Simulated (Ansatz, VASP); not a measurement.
**ZnF2: VASP beside Ansatz**

```
Zn F
1.0
     4.89418    0.00000    0.00000
     0.00000    4.89418    0.00000
     0.00000    0.00000    3.23777
Zn F
2 4
Direct
  0.00000 0.00000 0.00000
  0.50000 0.50000 0.50000
  0.30438 0.30438 0.00000
  0.19562 0.80438 0.50000
  0.69562 0.69562 0.00000
  0.80438 0.19562 0.50000
```

Alike in both runs: task single point; functional PBE; k mesh 4 × 4 × 6; no spin polarisation.

|  | VASP | Ansatz |
| --- | --- | --- |
| version | VASP 6.6.1 | Ansatz 0.2.0 |
| potentials or method | VASP PAW PBE potentials, release 64 (Zn, F) | plane waves, PAW |
| plane-wave cutoff (eV) | 600 | 420 |
| occupations | gaussian, width 0.01 eV | fixed |
| valence electrons in the cell | 52 | 52 |

|  | VASP | Ansatz | Ansatz less VASP |
| --- | --- | --- | --- |
| gap on the k mesh at the Fermi level (eV) | 3.32 | 3.38 | +0.055 |
| pressure (GPa) | -5.0 | -5.2 | -0.22 |
| traceless stress, the component that is largest in VASP (GPa) | -0.67 | -0.82 | -0.147 |
| rms of the force components (eV/Å) | 0.040 | 0.045 | +0.0051 |

Atom by atom the forces differ by 0.005 eV/Å (rms over components).
